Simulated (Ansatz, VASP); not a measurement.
Two plane-wave programs on CoO

```
CELL_PARAMETERS angstrom
2.82160 0.00000 0.00000
-1.41080 2.44358 0.00000
0.00000 0.00000 2.72818
ATOMIC_POSITIONS crystal
Co 0.33333 0.66667 0.50000
O 0.00000 0.00000 0.00000
```

Change from the starting cell: species swapped into the LiPd type (P-6m2, No. 187).

Alike in both runs: functional PBE; k mesh 9 × 9 × 6; occupations gaussian, width 0.1 eV; collinear spin.

Ansatz relaxed the structure, and its values are those at the end. VASP's run is a single point on that final structure, the one shown.

|  | VASP | Ansatz |
| --- | --- | --- |
| version | VASP 6.6.1 | Ansatz 0.2.0 |
| potentials or method | VASP PAW PBE potentials, release 64 (Co_sv, O), cutoff 600 eV | scalar-relativistic, plane waves, PAW |
| valence electrons in the cell | 23 | 23 |

|  | VASP | Ansatz | Ansatz less VASP |
| --- | --- | --- | --- |
| gap on the k mesh at the Fermi level (eV) | none | none | - |
| pressure (GPa) | -2.3 | 0.2 | +2.48 |
| net moment per atom (μB) | 1.50 | 1.50 | 0.000 |
| size of the moment on the site where the two differ most (μB) | 2.53 | 2.50 | -0.025 |

Site moments also hang on the region over which each program counts them. A gap of «none» marks a metal or a gap that the smearing closes.

The k mesh is coarse, so the values compare programs but aren't converged.
